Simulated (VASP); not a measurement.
# Ta (P6_3/mmc) in VASP: further runs

The runs below take Ta through single point, with LDA.

All numbers are computed with VASP 6.6.1; they aren't measurements. Logs are shortened: lines on timing, memory, paths and dates and some standing lists are left out, and cuts for length are marked.

### Step 1. The cell of the first run

It takes space group P6_3/mmc (No. 194, hexagonal). The conventional cell has a = 2.768 Å, b = 2.768 Å, c = 4.914 Å, α = 90.00°, β = 90.00°, γ = 120.00°. Ta (site symmetry -6m2) has 12 Ta at 2.77 to 2.93 Å within 3.6 Å.

### Step 2. Single point, LDA

Input file INCAR:

```
  ALGO = Normal
  EDIFF = 1E-6
  ENCUT = 520
  GGA = CA
  ISIF = 2
  ISMEAR = 0
  LASPH = True
  LCHARG = False
  LREAL = False
  LWAVE = False
  NBANDS = 18
  NELM = 60
  PREC = Accurate
  SIGMA = 0.1
```

Input file KPOINTS:

```
k-points
0
Gamma
  7 7 4
```

Input file POSCAR:

```
Ta
1.0
    2.7683703833      0.0000000000      0.0000000000
   -1.3841851917      2.3974790790      0.0000000000
    0.0000000000      0.0000000000      4.9142061478
Ta
2
Direct
    0.6666666667      0.3333333333      0.7500000000
    0.3333333333      0.6666666667      0.2500000000
```

Potentials or basis: VASP PAW LDA potentials, release 64 (Ta_pv).

Launch:

```bash
$ cat potpaw_LDA.64/Ta_pv/POTCAR > POTCAR
$ mpirun -np 1 vasp_std > vasp.out
```

OUTCAR:

```text
EDIFF = 1E-6
   ENCUT = 520
   GGA = CA
   ISIF = 2
   ISMEAR = 0
   LASPH = True
   LREAL = False
   NELM = 60
   PREC = Accurate

 ion  position               nearest neighbor table
   1  0.667  0.333  0.750-   2 2.93   2 2.93   2 2.93   2 2.93   2 2.93   2 2.93
   2  0.333  0.667  0.250-   1 2.93   1 2.93   1 2.93   1 2.93   1 2.93   1 2.93

  LATTYP: Found a hexagonal cell.
 ALAT       =     2.7683703833
 C/A-ratio  =     1.7751259649

  Lattice vectors:

 A1 = (   2.7683703833,   0.0000000000,   0.0000000000)
 A2 = (  -1.3841851917,   2.3974790790,   0.0000000000)
 A3 = (   0.0000000000,   0.0000000000,   4.9142061478)

Analysis of symmetry for initial positions (statically):
=====================================================================
 Subroutine PRICEL returns:
 Original cell was already a primitive cell.

 Routine SETGRP: Setting up the symmetry group for a
 hexagonal supercell.

 Subroutine GETGRP returns: Found 24 space group operations
 (whereof 12 operations were pure point group operations)
 out of a pool of 24 trial point group operations.

The static configuration has the point symmetry D_3d.
 The point group associated with its full space group is D_6h.

Analysis of symmetry for dynamics (positions and initial velocities):
=====================================================================
 Subroutine PRICEL returns:
 Original cell was already a primitive cell.

 Routine SETGRP: Setting up the symmetry group for a
 hexagonal supercell.

 Subroutine GETGRP returns: Found 24 space group operations
 (whereof 12 operations were pure point group operations)
 out of a pool of 24 trial point group operations.

The dynamic configuration has the point symmetry D_3d.
 The point group associated with its full space group is D_6h.

 Subroutine INISYM returns: Found 24 space group operations
 (whereof 12 operations are pure point group operations),
 and found     1 'primitive' translations

----------------------------------------------------------------------------------------

                                     Primitive cell

  volume of cell :      32.6161

  direct lattice vectors                    reciprocal lattice vectors
     2.768370383  0.000000000  0.000000000     0.361223341  0.208552393  0.000000000
    -1.384185192  2.397479079  0.000000000     0.000000000  0.417104787  0.000000000
     0.000000000  0.000000000  4.914206148     0.000000000  0.000000000  0.203491667

  length of vectors
[... 80 lines left out ...]
   NELM   =     60;   NELMIN=  2; NELMDL= -5     # of ELM steps
   EDIFF  = 0.1E-05   stopping-criterion for ELM
   LREAL  =      F    real-space projection
   EDIFFG = 0.1E-04   stopping-criterion for IOM
   NSW    =      0    number of steps for IOM
   IBRION =     -1    ionic relax: 0-MD 1-quasi-New 2-CG
   NFREE  =      0    steps in history (QN), initial steepest desc. (CG)
   ISIF   =      2    stress and relaxation
   ISYM   =      2    0-nonsym 1-usesym 2-fastsym
   POTIM  = 0.5000    time-step for ionic-motion
   TEBEG  =    0.0;   TEEND  =   0.0 temperature during run
   PSTRESS=    0.0 pullay stress
   NELECT =      22.0000    total number of electrons
   NUPDOWN=      -1.0000    fix difference up-down
   EMIN   =  10.00;   EMAX   =-10.00  energy-range for DOS
   EFERMI =   0.00;   METHOD = LEGACY
   ISMEAR =     0;   SIGMA  =   0.10  broadening in eV -4-tet -1-fermi 0-gaus
   EFERMI_NEDOS =   21; number of points for ismear=-14 and -15
   IALGO  =     38    algorithm
   IMIX   =      4    mixing-type and parameters
     AMIX     =   0.40;   BMIX     =  1.00
     AMIX_MAG =   1.60;   BMIX_MAG =  1.00
  volume/ion in A,a.u.               =      16.31       110.05
  Fermi-wavevector in a.u.,A,eV,Ry     =   1.435726  2.713129 28.045817  2.061309
  Thomas-Fermi vector in A             =   2.554993
   LORBIT       =      0    0 simple, 1 ext, 2 COOP (PROOUT), +10 PAW based schemes
   GGA     = CA    functional components
   LHFCALC =     F    Hartree Fock is set to
   AEXX    =    0.0000 exact exchange contribution
   IVDW    =     0    specifies the selected vdW correction
   LEPSILON=     F    determine dielectric tensor
   LRPA    =     F    only Hartree local field effects (RPA)
 non-spin polarized calculation
 Gauss-broadening in eV      SIGMA  =   0.10
  energy-cutoff  :      520.00
  volume of cell :       32.62
 maximum number of plane-waves:       891
 NGX is ok and might be reduce to    24
   NGX = 11   NGY = 11   NGZ = 19

 number of electron      22.0000003 magnetization

 Free energy of the ion-electron system (eV)
  ---------------------------------------------------
  ext. energy  EPLUGINS =         0.00000000
  ---------------------------------------------------
  free energy    TOTEN  =       -24.82883694 eV

  energy without entropy =      -24.81686423  energy(sigma->0) =      -24.82285058

 E-fermi :   6.6649     XC(G=0): -13.2972

 val. band max:        6.6343110565   @ k =   0.1429  -0.0000   0.5000
 cond. band min:       6.6912947574   @ k =   0.2857   0.1429   0.5000
 fundamental gap:      0.0569837010
 Fermi energy:         6.6648511640

 k-point     1 :       0.0000    0.0000    0.0000
  band No.  band energies     occupation
      1     -27.7364      2.00000
      2     -26.3808      2.00000
      3     -26.2561      2.00000
      4     -26.2561      2.00000
      5     -26.1222      2.00000
      6     -26.1222      2.00000
[... 481 lines left out ...]
      5     -26.6087      2.00000
      6     -26.6087      2.00000
[... 10 lines left out ...]
     17      16.9206      0.00000
     18      16.9206      0.00000

------------------------ aborting loop because EDIFF is reached ----------------------------------------

  FORCE on cell =-STRESS in cart. coord.  units (eV):
  Direction    XX          YY          ZZ          XY          YZ          ZX
  --------------------------------------------------------------------------------------
  -------------------------------------------------------------------------------------
  Total        4.2749440      4.2749440      4.2991191     -0.0000000      0.0000000     -0.0000000
  in kB      209.9948376    209.9948376    211.1823726     -0.0000000      0.0000000     -0.0000000
  external PRESSURE =     210.3906826 kB  Pullay stress =       0.0000000 kB

 VOLUME and BASIS-vectors are now :
 -----------------------------------------------------------------------------
  energy-cutoff  :      520.00
  volume of cell :       32.62
      direct lattice vectors                 reciprocal lattice vectors
     2.768370383  0.000000000  0.000000000     0.361223341  0.208552393  0.000000000
    -1.384185192  2.397479079  0.000000000     0.000000000  0.417104787  0.000000000
     0.000000000  0.000000000  4.914206148     0.000000000  0.000000000  0.203491667

 POSITION                                       TOTAL-FORCE (eV/Angst)
 -----------------------------------------------------------------------------------
      1.38419      0.79916      3.68565         0.000000     -0.000000      0.000000
     -0.00000      1.59832      1.22855        -0.000000      0.000000      0.000000
 -----------------------------------------------------------------------------------
    total drift:                               -0.000000      0.000000     -0.000000

  FREE ENERGIE OF THE ION-ELECTRON SYSTEM (eV)
  ---------------------------------------------------
  free  energy   TOTEN  =       -24.8288369383 eV

  energy  without entropy=      -24.8168642297  energy(sigma->0) =      -24.82285058
```

Wall time 4.6 s (1 thread of Intel Xeon 6975P-C (Granite Rapids), shared host); peak memory 0.14 GiB.

What came out:

```yaml
Free_energy: -24.8288 eV
Pressure: 21.0 GPa
Band_gap_on_the_k_mesh: zero (band 11 reaches 8.61 eV, above the bottom of band 12 at 5.92 eV)
```

Stress tensor (GPa, compression positive):
```
21.00  0.00  0.00
 0.00 21.00  0.00
 0.00  0.00 21.12
```

Levels at points of the mesh, in eV from the Fermi level:
| k point | band 7 | band 8 | band 9 | band 10 | band 11 | band 12 | band 13 | band 14 | band 15 | band 16 |
| --- | --- | --- | --- | --- | --- | --- | --- | --- | --- | --- |
| (0.00, 0.00, 0.00) | -8.60 | -5.34 | -0.76 | 0.54 | 0.54 | 0.60 | 1.24 | 1.24 | 3.33 | 3.33 |
| (0.00, 0.00, 0.50) | -6.51 | -6.51 | -1.29 | -1.29 | 0.60 | 0.60 | 0.60 | 0.60 | 5.13 | 5.13 |

Caveat: the k points lie up to 0.37 Å⁻¹ apart; spin-orbit coupling is left out, which moves the levels of the heavy elements.

### Step 3. Single point, LDA

This run uses another cell than the first one, of 15.76 Å³/atom, 0.966 times its volume.

Input file INCAR:

```
ALGO = Normal ; EDIFF = 1E-7
ENCUT = 520 ; ISIF = 2
ISMEAR = 0 ; LASPH = True
LCHARG = True ; LELF = True
LREAL = False ; LVHAR = True
LWAVE = False ; NBANDS = 18
NELM = 80 ; PREC = Accurate
SIGMA = 0.1
```

KPOINTS is that of step 2.

Input file POSCAR:

```
Ta
1.0
    2.7367193610      0.0000000000      0.0000000000
   -1.3683596805      2.3700684896      0.0000000000
    0.0000000000      0.0000000000      4.8583895612
Ta
2
Direct
    0.6666666667      0.3333333333      0.7500000000
    0.3333333333      0.6666666667      0.2500000000
```

Potentials or basis: VASP PAW LDA potentials, release 64 (Ta_pv).

Launch:

```bash
$ cat potpaw_LDA.64/Ta_pv/POTCAR > POTCAR
$ mpirun -np 1 vasp_std > vasp.out
```

OUTCAR:

```text
EDIFF = 1E-7
   ENCUT = 520
   ISIF = 2
   ISMEAR = 0
   LASPH = True
   LREAL = False
   NELM = 80
   PREC = Accurate

 ion  position               nearest neighbor table
   1  0.667  0.333  0.750-   2 2.90   2 2.90   2 2.90   2 2.90   2 2.90   2 2.90
   2  0.333  0.667  0.250-   1 2.90   1 2.90   1 2.90   1 2.90   1 2.90   1 2.90

  LATTYP: Found a hexagonal cell.
 ALAT       =     2.7367193610
 C/A-ratio  =     1.7752604196

  Lattice vectors:
[... 689 lines left out ...]
     18      17.6622      0.00000

------------------------ aborting loop because EDIFF is reached ----------------------------------------

  FORCE on cell =-STRESS in cart. coord.  units (eV):
  Direction    XX          YY          ZZ          XY          YZ          ZX
  --------------------------------------------------------------------------------------
  -------------------------------------------------------------------------------------
  Total        6.1388837      6.1388837      6.1428168      0.0000000     -0.0000000      0.0000000
  in kB      312.1163325    312.1163325    312.3163013      0.0000000     -0.0000000      0.0000000
  external PRESSURE =     312.1829888 kB  Pullay stress =       0.0000000 kB

 VOLUME and BASIS-vectors are now :
 -----------------------------------------------------------------------------
  energy-cutoff  :      520.00
  volume of cell :       31.51
      direct lattice vectors                 reciprocal lattice vectors
     2.736719361  0.000000000  0.000000000     0.365401003  0.210964368  0.000000000
    -1.368359681  2.370068490  0.000000000     0.000000000  0.421928735  0.000000000
     0.000000000  0.000000000  4.858389561     0.000000000  0.000000000  0.205829522

 POSITION                                       TOTAL-FORCE (eV/Angst)
 -----------------------------------------------------------------------------------
      1.36836      0.79002      3.64379        -0.000000     -0.000000      0.000000
     -0.00000      1.58005      1.21460         0.000000      0.000000      0.000000
 -----------------------------------------------------------------------------------
    total drift:                                0.000000     -0.000000      0.000000

  FREE ENERGIE OF THE ION-ELECTRON SYSTEM (eV)
  ---------------------------------------------------
  free  energy   TOTEN  =       -24.6492106997 eV

  energy  without entropy=      -24.6401697451  energy(sigma->0) =      -24.64469022
```

OSZICAR:

```text
N       E                     dE             d eps       ncg     rms          rms(c)
DAV:   1     0.171777837774E+03    0.17178E+03   -0.12793E+04   864   0.130E+03
DAV:   2    -0.212562192763E+02   -0.19303E+03   -0.18983E+03  1062   0.364E+02
DAV:   3    -0.254191604545E+02   -0.41629E+01   -0.41263E+01  1012   0.510E+01
DAV:   4    -0.254445246999E+02   -0.25364E-01   -0.25349E-01   982   0.409E+00
DAV:   5    -0.254446941142E+02   -0.16941E-03   -0.16941E-03   978   0.316E-01    0.237E+01
DAV:   6    -0.248596615624E+02    0.58503E+00   -0.48507E-01   958   0.629E+00    0.121E+01
DAV:   7    -0.246526649896E+02    0.20700E+00   -0.46963E-01   978   0.586E+00    0.433E-01
DAV:   8    -0.246492193617E+02    0.34456E-02   -0.84692E-03   962   0.902E-01    0.114E-01
DAV:   9    -0.246492108245E+02    0.85373E-05   -0.13214E-04  1064   0.916E-02    0.527E-02
DAV:  10    -0.246492110552E+02   -0.23068E-06   -0.13817E-05  1014   0.279E-02    0.614E-03
DAV:  11    -0.246492107049E+02    0.35030E-06   -0.15053E-06   968   0.863E-03    0.437E-03
DAV:  12    -0.246492106997E+02    0.51477E-08   -0.37960E-08   488   0.191E-03
   1 F= -.24649211E+02 E0= -.24644690E+02  d E =-.904095E-02
```

stdout:

```text
POSCAR found type information on POSCAR Ta
 POSCAR found :  1 types and       2 ions
 scaLAPACK will be used
 LDA part: xc-table for (Slater(with rela. corr.)+CA(PZ))
 , standard interpolation
 POSCAR, INCAR and KPOINTS ok, starting setup
 FFT: planning ... GRIDC
 FFT: planning ... GRID_SOFT
 FFT: planning ... GRID
 WAVECAR not read
 entering main loop
```

Wall time 4.7 s (1 thread of Intel Xeon 6975P-C (Granite Rapids), shared host); peak memory 0.13 GiB.

What came out:

| Item | Value |
| --- | --- |
| Free energy | -24.6492 eV |
| Pressure | 31.2 GPa |
| Band gap on the k mesh | zero (band 11 reaches 9.11 eV, above the bottom of band 12 at 6.18 eV) |

Levels at points of the mesh, in eV from the Fermi level:
```csv
k point,band 7,band 8,band 9,band 10,band 11,band 12,band 13,band 14,band 15,band 16
"(0.00, 0.00, 0.00)",-8.74,-5.49,-0.84,0.50,0.50,0.75,1.23,1.23,3.42,3.42
"(0.00, 0.00, 0.50)",-6.58,-6.58,-1.35,-1.35,0.56,0.56,0.56,0.56,5.31,5.31
```

Caveat: the k points lie up to 0.38 Å⁻¹ apart; spin-orbit coupling is left out, which moves the levels of the heavy elements.

### Step 4. Single point, LDA

This run uses another cell than the first one, of 16.95 Å³/atom, 1.039 times its volume.

Input file INCAR:

```
PREC = Accurate
ENCUT = 520
EDIFF = 1E-7
ISMEAR = 0
SIGMA = 0.1
LREAL = False
LASPH = True
NELM = 100
ALGO = Normal
ISIF = 2
LWAVE = False
LCHARG = False
NBANDS = 18
```

Input file KPOINTS:

```
Automatic mesh
0
Gamma
  7 7 4
```

Input file POSCAR:

```
Ta
1.0
    2.8050652985      0.0000000000      0.0000000000
   -1.4025326493      2.4292578078      0.0000000000
    0.0000000000      0.0000000000      4.9749388005
Ta
2
Direct
    0.6666666667      0.3333333333      0.7500000000
    0.3333333333      0.6666666667      0.2500000000
```

Launch:

```bash
$ cat potpaw_LDA.64/Ta_pv/POTCAR > POTCAR
$ mpirun -np 1 vasp_std > vasp.out
```

Run time: 5.1 s. Hardware: 1 thread of Intel Xeon 6975P-C (Granite Rapids), shared host; peak memory 0.14 GiB.

It converged, with:

```yaml
Free_energy: -24.9563 eV
Pressure: 10.9 GPa
Band_gap_on_the_k_mesh: zero (band 11 reaches 8.08 eV, above the bottom of band 12 at 5.62 eV)
```

Stress tensor (GPa, compression positive):
```
10.86  0.00  0.00
 0.00 10.86  0.00
 0.00  0.00 11.05
```

Levels at points of the mesh, in eV from the Fermi level:
| k point | band 7 | band 8 | band 9 | band 10 | band 11 | band 12 | band 13 | band 14 | band 15 | band 16 |
| --- | --- | --- | --- | --- | --- | --- | --- | --- | --- | --- |
| (0.00, 0.00, 0.00) | -8.44 | -5.17 | -0.65 | 0.47 | 0.58 | 0.58 | 1.24 | 1.24 | 3.23 | 3.23 |
| (0.00, 0.00, 0.50) | -6.42 | -6.42 | -1.21 | -1.21 | 0.63 | 0.63 | 0.63 | 0.63 | 4.93 | 4.93 |

Caveat: the k points lie up to 0.37 Å⁻¹ apart; spin-orbit coupling is left out, which moves the levels of the heavy elements.

### Step 5. Single point, LDA

This run uses another cell than the first one, of 17.71 Å³/atom, 1.086 times its volume.

Input file INCAR:

```
SYSTEM = Ta
ALGO = Normal
EDIFF = 1E-7
ENCUT = 520
GGA = CA
ISIF = 2
ISMEAR = 0
LASPH = .TRUE.
LCHARG = .FALSE.
LREAL = .FALSE.
LWAVE = .FALSE.
NBANDS = 18
NELM = 100
PREC = Accurate
SIGMA = 0.1
```

Input file KPOINTS:

```
k-points
0
G
  7 7 4
  0 0 0
```

Input file POSCAR:

```
Ta
1.0
    2.8470426714      0.0000000000      0.0000000000
   -1.4235213357      2.4656112791      0.0000000000
    0.0000000000      0.0000000000      5.0466975851
Ta
2
Direct
    0.6666666667      0.3333333333      0.7500000000
    0.3333333333      0.6666666667      0.2500000000
```

Launch:

```bash
$ cat potpaw_LDA.64/Ta_pv/POTCAR > POTCAR
$ mpirun -np 1 vasp_std > vasp.out
```

Run time: 5.3 s. Hardware: 1 thread of Intel Xeon 6975P-C (Granite Rapids), shared host; peak memory 0.14 GiB.

The run converged. Its results:

| Item | Value |
| --- | --- |
| Free energy | -25.0110 eV |
| Pressure | 0.8 GPa |
| Band gap on the k mesh | zero (band 11 reaches 7.51 eV, above the bottom of band 12 at 5.29 eV) |

Stress tensor (GPa, compression positive):
```
0.76 0.00 0.00
0.00 0.76 0.00
0.00 0.00 0.88
```

Levels at points of the mesh, in eV from the Fermi level:
| k point | band 8 | band 9 | band 10 | band 11 | band 12 | band 13 | band 14 | band 15 |
| --- | --- | --- | --- | --- | --- | --- | --- | --- |
| (0.00, 0.00, 0.00) | -4.99 | -0.55 | 0.34 | 0.61 | 0.61 | 1.23 | 1.23 | 3.11 |
| (0.00, 0.00, 0.50) | -6.31 | -1.12 | -1.12 | 0.65 | 0.65 | 0.65 | 0.65 | 4.71 |

Caveat: the k points lie up to 0.36 Å⁻¹ apart; spin-orbit coupling is left out, which moves the levels of the heavy elements.

### Step 6. Single point, LDA

This run uses another cell than the first one, of 17.71 Å³/atom, 1.086 times its volume.

Input file INCAR:

```
SYSTEM = Ta
ALGO = Normal
EDIFF = 1E-6
ENCUT = 500
GGA = CA
GGA_COMPAT = .FALSE.
ISIF = 2
ISMEAR = 0
LASPH = .TRUE.
LCHARG = .FALSE.
LREAL = .FALSE.
LWAVE = .FALSE.
NBANDS = 20
NELM = 120
PREC = Accurate
SIGMA = 0.1
```

KPOINTS is that of step 5.

POSCAR is that of step 5.

Potentials or basis: VASP PAW LDA potentials, release 64 (Ta_sv_GW).

Launch:

```bash
$ cat potpaw_LDA.64/Ta_sv_GW/POTCAR > POTCAR
$ mpirun -np 1 vasp_std > vasp.out
```

Run time: 25 s. Hardware: 1 thread of AMD EPYC 7R13 (Zen 3), shared host; peak memory 0.12 GiB.

The run converged. Its results:

* Free energy: -29.9850 eV
* Pressure: -0.5 GPa
* Band gap on the k mesh: zero (band 13 reaches 12.40 eV, above the bottom of band 14 at 10.18 eV)

Stress tensor (GPa, compression positive):
```
-0.60  0.00  0.00
 0.00 -0.60  0.00
 0.00  0.00 -0.30
```

Levels at points of the mesh, in eV from the Fermi level:
```csv
k point,band 10,band 11,band 12,band 13,band 14,band 15,band 16,band 17
"(0.00, 0.00, 0.00)",-4.99,-0.55,0.35,0.60,0.60,1.22,1.22,3.11
"(0.00, 0.00, 0.50)",-6.30,-1.12,-1.12,0.65,0.65,0.65,0.65,4.70
```

Caveat: the k points lie up to 0.36 Å⁻¹ apart; spin-orbit coupling is left out, which moves the levels of the heavy elements.

### Step 7. The runs side by side

| potentials or basis | cell | cutoff (eV) | second run | gap on the mesh (eV) | pressure (GPa) |
| --- | --- | --- | --- | --- | --- |
| VASP PAW LDA potentials, release 64 (Ta_pv) | a = 2.768, b = 2.768, c = 4.914 Å, angles 90.0, 90.0, 120.0°, 2 atoms | 520 | - | none | 21.0 |
| VASP PAW LDA potentials, release 64 (Ta_pv) | a = 2.737, b = 2.737, c = 4.858 Å, angles 90.0, 90.0, 120.0°, 2 atoms | 520 | - | none | 31.2 |
| VASP PAW LDA potentials, release 64 (Ta_pv) | a = 2.805, b = 2.805, c = 4.975 Å, angles 90.0, 90.0, 120.0°, 2 atoms | 520 | - | none | 10.9 |
| VASP PAW LDA potentials, release 64 (Ta_pv) | a = 2.847, b = 2.847, c = 5.047 Å, angles 90.0, 90.0, 120.0°, 2 atoms | 520 | - | none | 0.8 |
| VASP PAW LDA potentials, release 64 (Ta_sv_GW) | a = 2.847, b = 2.847, c = 5.047 Å, angles 90.0, 90.0, 120.0°, 2 atoms | 500 | valence_matched | none | -0.5 |

Alike in all rows: task single point; level LDA; no spin polarisation; k mesh 7 × 7 × 4; smearing gaussian 0.1 eV.

Caveats: all runs use coarse meshes; spin-orbit coupling is left out, which moves the levels of the heavy elements.

Absolute energies hang on the potentials; compare differences alone.
